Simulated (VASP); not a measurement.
# MgF3 (P-6m2) in VASP: further runs

The runs below take MgF3 through single point, relaxation of cell and atoms, with PBE.

Everything below comes from runs of VASP 6.6.1. Logs are shortened: lines on timing, memory, paths and dates and some standing lists are left out, and cuts for length are marked.

### Step 1. The cell of the first run

Symmetry: P-6m2, No. 187, hexagonal system. Conventional cell: a = 3.674 Å, b = 3.674 Å, c = 4.669 Å, α = 90.00°, β = 90.00°, γ = 120.00°. Mg (site symmetry -6m2) has 6 F at 2.24 Å within 3.0 Å. F (site symmetry -6m2) has 6 F at 2.67 Å and 6 Mg at 3.15 Å within 3.5 Å. F (site symmetry 3m) has 1 F at 1.42 Å within 1.9 Å.

The cell was generated, and may not be a known phase.

### Step 2. Single point, PBE, collinear spin

Contents of INCAR:

```
SYSTEM = MgF3
PREC = Accurate ; ENCUT = 520
EDIFF = 1E-7 ; ISMEAR = 0
SIGMA = 0.1 ; LREAL = .False.
LASPH = .True. ; NELM = 150
ALGO = Normal ; ISIF = 2
LWAVE = .False. ; LCHARG = .True.
ISPIN = 2 ; MAGMOM = 0 1 1 1
LORBIT = 11 ; GGA = PE
LELF = .True. ; LVHAR = .True.
NBANDS = 24
```

Contents of KPOINTS:

```
Automatic mesh
0
Gamma
  6 6 4
  0 0 0
```

Contents of POSCAR:

```
MgF3
1.0
    3.6743794500      0.0000000000      0.0000000000
   -1.8371897300      3.1821059500      0.0000000000
    0.0000000000      0.0000000000      4.6691827600
Mg F
1 3
Direct
    0.6666666700      0.3333333300      0.5000000000
    0.0000000000      0.0000000000      0.0000000000
    0.3333333300      0.6666666700      0.6521653100
    0.3333333300      0.6666666700      0.3478346900
```

Potentials or basis: VASP PAW PBE potentials, release 64 (Mg, F).

The run is started by

```sh
cat potpaw_PBE.64/Mg/POTCAR potpaw_PBE.64/F/POTCAR > POTCAR
mpirun -np 1 vasp_std > vasp.out
```

OUTCAR:

```text
SYSTEM = MgF3
   PREC = Accurate
   ENCUT = 520
   EDIFF = 1E-7
   ISMEAR = 0
   LREAL = .False.
   LASPH = .True.
   NELM = 150
   ISIF = 2
   ISPIN = 2
   LORBIT = 11
   GGA = PE

 ion  position               nearest neighbor table
   1  0.667  0.333  0.500-   3 2.24   4 2.24   3 2.24   4 2.24   3 2.24   4 2.24
   2  0.000  0.000  0.000-
   3  0.333  0.667  0.652-   4 1.42   1 2.24   1 2.24   1 2.24
   4  0.333  0.667  0.348-   3 1.42   1 2.24   1 2.24   1 2.24

  LATTYP: Found a hexagonal cell.
 ALAT       =     3.6743794500
 C/A-ratio  =     1.2707404947

  Lattice vectors:

 A1 = (   3.6743794500,   0.0000000000,   0.0000000000)
 A2 = (  -1.8371897300,   3.1821059500,   0.0000000000)
 A3 = (   0.0000000000,   0.0000000000,   4.6691827600)

Analysis of symmetry for initial positions (statically):
=====================================================================
 Subroutine PRICEL returns:
 Original cell was already a primitive cell.

 Routine SETGRP: Setting up the symmetry group for a
 hexagonal supercell.

 Subroutine GETGRP returns: Found 12 space group operations
 (whereof 12 operations were pure point group operations)
 out of a pool of 24 trial point group operations.

The static configuration has the point symmetry D_3h.

Analysis of symmetry for dynamics (positions and initial velocities):
=====================================================================
 Subroutine PRICEL returns:
 Original cell was already a primitive cell.

 Routine SETGRP: Setting up the symmetry group for a
 hexagonal supercell.

 Subroutine GETGRP returns: Found 12 space group operations
 (whereof 12 operations were pure point group operations)
 out of a pool of 24 trial point group operations.

The dynamic configuration has the point symmetry D_3h.

Analysis of structural, dynamic, and magnetic symmetry:
=====================================================================
 Subroutine PRICEL returns:
 Original cell was already a primitive cell.

 Routine SETGRP: Setting up the symmetry group for a
 hexagonal supercell.

 Subroutine GETGRP returns: Found 12 space group operations
 (whereof 12 operations were pure point group operations)
 out of a pool of 24 trial point group operations.

The overall configuration has the point symmetry D_3h.

 Subroutine INISYM returns: Found 12 space group operations
 (whereof 12 operations are pure point group operations),
 and found     1 'primitive' translations

----------------------------------------------------------------------------------------

                                     Primitive cell

[... 120 lines left out ...]
   LRPA    =     F    only Hartree local field effects (RPA)
 spin polarized calculation
 Gauss-broadening in eV      SIGMA  =   0.10
  energy-cutoff  :      520.00
  volume of cell :       54.59
 maximum number of plane-waves:      1485
 NGX is ok and might be reduce to    28
   NGX = 13   NGY = 13   NGZ = 17

 number of electron      23.0000004 magnetization       0.9999677

 Free energy of the ion-electron system (eV)
  ---------------------------------------------------
  ext. energy  EPLUGINS =         0.00000000
  ---------------------------------------------------
  free energy    TOTEN  =       -10.48839095 eV

  energy without entropy =      -10.48832518  energy(sigma->0) =      -10.48835807

 E-fermi :   1.0019     XC(G=0):  -8.6380

 val. band max:        0.8287865195   @ k =   0.3333   0.3333   0.5000
 cond. band min:       1.1448794504   @ k =   0.0000   0.0000   0.0000
 fundamental gap:      0.3160929310
 Fermi energy:         1.0019330822

 spin component 1

 k-point     1 :       0.0000    0.0000    0.0000
  band No.  band energies     occupation
      1     -28.1206      1.00000
      2     -21.7184      1.00000
      3     -19.0112      1.00000
      4      -9.0004      1.00000
      5      -7.4726      1.00000
      6      -7.4726      1.00000
[... 535 lines left out ...]
     22      19.0211      0.00000
     23      19.9510      0.00000
 Fermi energy:         1.0019330822

 spin component 2

 k-point     1 :       0.0000    0.0000    0.0000
  band No.  band energies     occupation
      1     -27.1145      1.00000
      2     -20.8411      1.00000
      3     -18.9392      1.00000
      4      -7.4700      1.00000
      5      -7.0805      1.00000
      6      -7.0805      1.00000
[... 535 lines left out ...]
     22      19.0213      0.00000
     23      20.0088      0.00000
 [bands above 23 left out]

------------------------ aborting loop because EDIFF is reached ----------------------------------------

  FORCE on cell =-STRESS in cart. coord.  units (eV):
  Direction    XX          YY          ZZ          XY          YZ          ZX
  --------------------------------------------------------------------------------------
  -------------------------------------------------------------------------------------
  Total       -1.9524141     -1.9524141     21.6943676      0.0000000     -0.0000000      0.0000000
  in kB      -57.2984671    -57.2984672    636.6753915      0.0000001     -0.0000000      0.0000000
  external PRESSURE =     174.0261524 kB  Pullay stress =       0.0000000 kB

 VOLUME and BASIS-vectors are now :
 -----------------------------------------------------------------------------
  energy-cutoff  :      520.00
  volume of cell :       54.59
      direct lattice vectors                 reciprocal lattice vectors
     3.674379450  0.000000000  0.000000000     0.272154799  0.157128647  0.000000000
    -1.837189730  3.182105950  0.000000000     0.000000000  0.314257292  0.000000000
     0.000000000  0.000000000  4.669182760     0.000000000  0.000000000  0.214170242

 POSITION                                       TOTAL-FORCE (eV/Angst)
 -----------------------------------------------------------------------------------
      1.83719      1.06070      2.33459         0.000000     -0.000000      0.000000
      0.00000      0.00000      0.00000         0.000000      0.000000      0.000000
     -0.00000      2.12140      3.04508        -0.000000      0.000000     18.272679
     -0.00000      2.12140      1.62410        -0.000000      0.000000    -18.272679
 -----------------------------------------------------------------------------------
    total drift:                                0.000081     -0.000046     -0.000000

  FREE ENERGIE OF THE ION-ELECTRON SYSTEM (eV)
  ---------------------------------------------------
  free  energy   TOTEN  =       -10.4883909502 eV

  energy  without entropy=      -10.4883251822  energy(sigma->0) =      -10.48835807

 total charge

# of ion       s       p       d       tot
------------------------------------------
    1        0.070   0.066   0.028   0.163
    2        1.736   4.280   0.000   6.016
    3        1.775   4.304   0.000   6.079
    4        1.775   4.304   0.000   6.079
--------------------------------------------------
tot          5.355  12.955   0.028  18.337

 magnetization (x)

# of ion       s       p       d       tot
------------------------------------------
    1       -0.002  -0.002  -0.001  -0.005
    2        0.001   0.036   0.000   0.036
    3        0.018   0.421   0.000   0.439
    4        0.018   0.421   0.000   0.439
--------------------------------------------------
tot          0.034   0.876  -0.001   0.909
```

OSZICAR:

```text
N       E                     dE             d eps       ncg     rms          rms(c)
DAV:   1     0.118947466916E+03    0.11895E+03   -0.11564E+04  2016   0.868E+02
DAV:   2    -0.772427799468E+01   -0.12667E+03   -0.12174E+03  2496   0.222E+02
DAV:   3    -0.126660032268E+02   -0.49417E+01   -0.49223E+01  2536   0.402E+01
DAV:   4    -0.126871919379E+02   -0.21189E-01   -0.21188E-01  2272   0.296E+00
DAV:   5    -0.126873134379E+02   -0.12150E-03   -0.12150E-03  2544   0.207E-01    0.127E+01
DAV:   6    -0.107105512891E+02    0.19768E+01   -0.74388E+00  2304   0.181E+01    0.428E+00
DAV:   7    -0.106167344924E+02    0.93817E-01   -0.42123E-01  2344   0.473E+00    0.214E+00
DAV:   8    -0.104823454854E+02    0.13439E+00   -0.16640E-01  2344   0.301E+00    0.103E+00
DAV:   9    -0.104859126002E+02   -0.35671E-02   -0.67589E-02  2328   0.150E+00    0.320E-01
DAV:  10    -0.104876619617E+02   -0.17494E-02   -0.41521E-03  2216   0.433E-01    0.169E-01
DAV:  11    -0.104880743398E+02   -0.41238E-03   -0.69363E-04  2360   0.194E-01    0.103E-01
DAV:  12    -0.104883674914E+02   -0.29315E-03   -0.16477E-04  2296   0.928E-02    0.237E-02
DAV:  13    -0.104883828057E+02   -0.15314E-04   -0.28013E-05  2296   0.317E-02    0.109E-02
DAV:  14    -0.104883902523E+02   -0.74466E-05   -0.73267E-06  2280   0.196E-02    0.401E-03
DAV:  15    -0.104883907932E+02   -0.54089E-06   -0.94194E-07  2336   0.635E-03    0.189E-03
DAV:  16    -0.104883910754E+02   -0.28219E-06   -0.29358E-07  2208   0.355E-03    0.981E-04
DAV:  17    -0.104883909254E+02    0.15000E-06   -0.10782E-07  2024   0.200E-03    0.259E-04
DAV:  18    -0.104883909502E+02   -0.24816E-07   -0.65556E-09  1568   0.550E-04
   1 F= -.10488391E+02 E0= -.10488358E+02  d E =-.657680E-04  mag=     1.0000
```

stdout:

```text
POSCAR found type information on POSCAR MgF
 POSCAR found :  2 types and       4 ions
 scaLAPACK will be used
 LDA part: xc-table for (Slater+PW92), standard interpolation
 POSCAR, INCAR and KPOINTS ok, starting setup
 FFT: planning ... GRIDC
 FFT: planning ... GRID_SOFT
 FFT: planning ... GRID
 WAVECAR not read
 entering main loop
```

It took 2.5 min on 1 thread of Intel Xeon 8259CL, shared host; peak memory 0.21 GiB.

Results:

- Free energy: -10.4884 eV
- Pressure: 17.4 GPa
- Largest force: 18.273 eV/Å
- Band gap on the k mesh: 0.32 eV (least direct gap 0.36 eV)
- Net moment: 1.00 μB per cell
- Site moments: Mg -0.01; F +0.04, +0.44 (each value once) μB
- Valence electrons inside the program's atomic spheres: Mg 0.16; F 6.02, 6.08 (each value once)

Forces on the atoms (eV/Å):
```
Mg    0.000   0.000   0.000
F     0.000   0.000   0.000
F     0.000   0.000  18.273
F     0.000   0.000 -18.273
```

Caveat: the stress differs along the axes, from -6 to 64 GPa; forces of over 1 eV/Å act on the atoms, so gaps and moduli don't describe the material at rest. A k mesh can miss the band edges.

[end of part 1 of 3]

The gap in the log of VASP goes by the Fermi energy; the results here count the filled bands.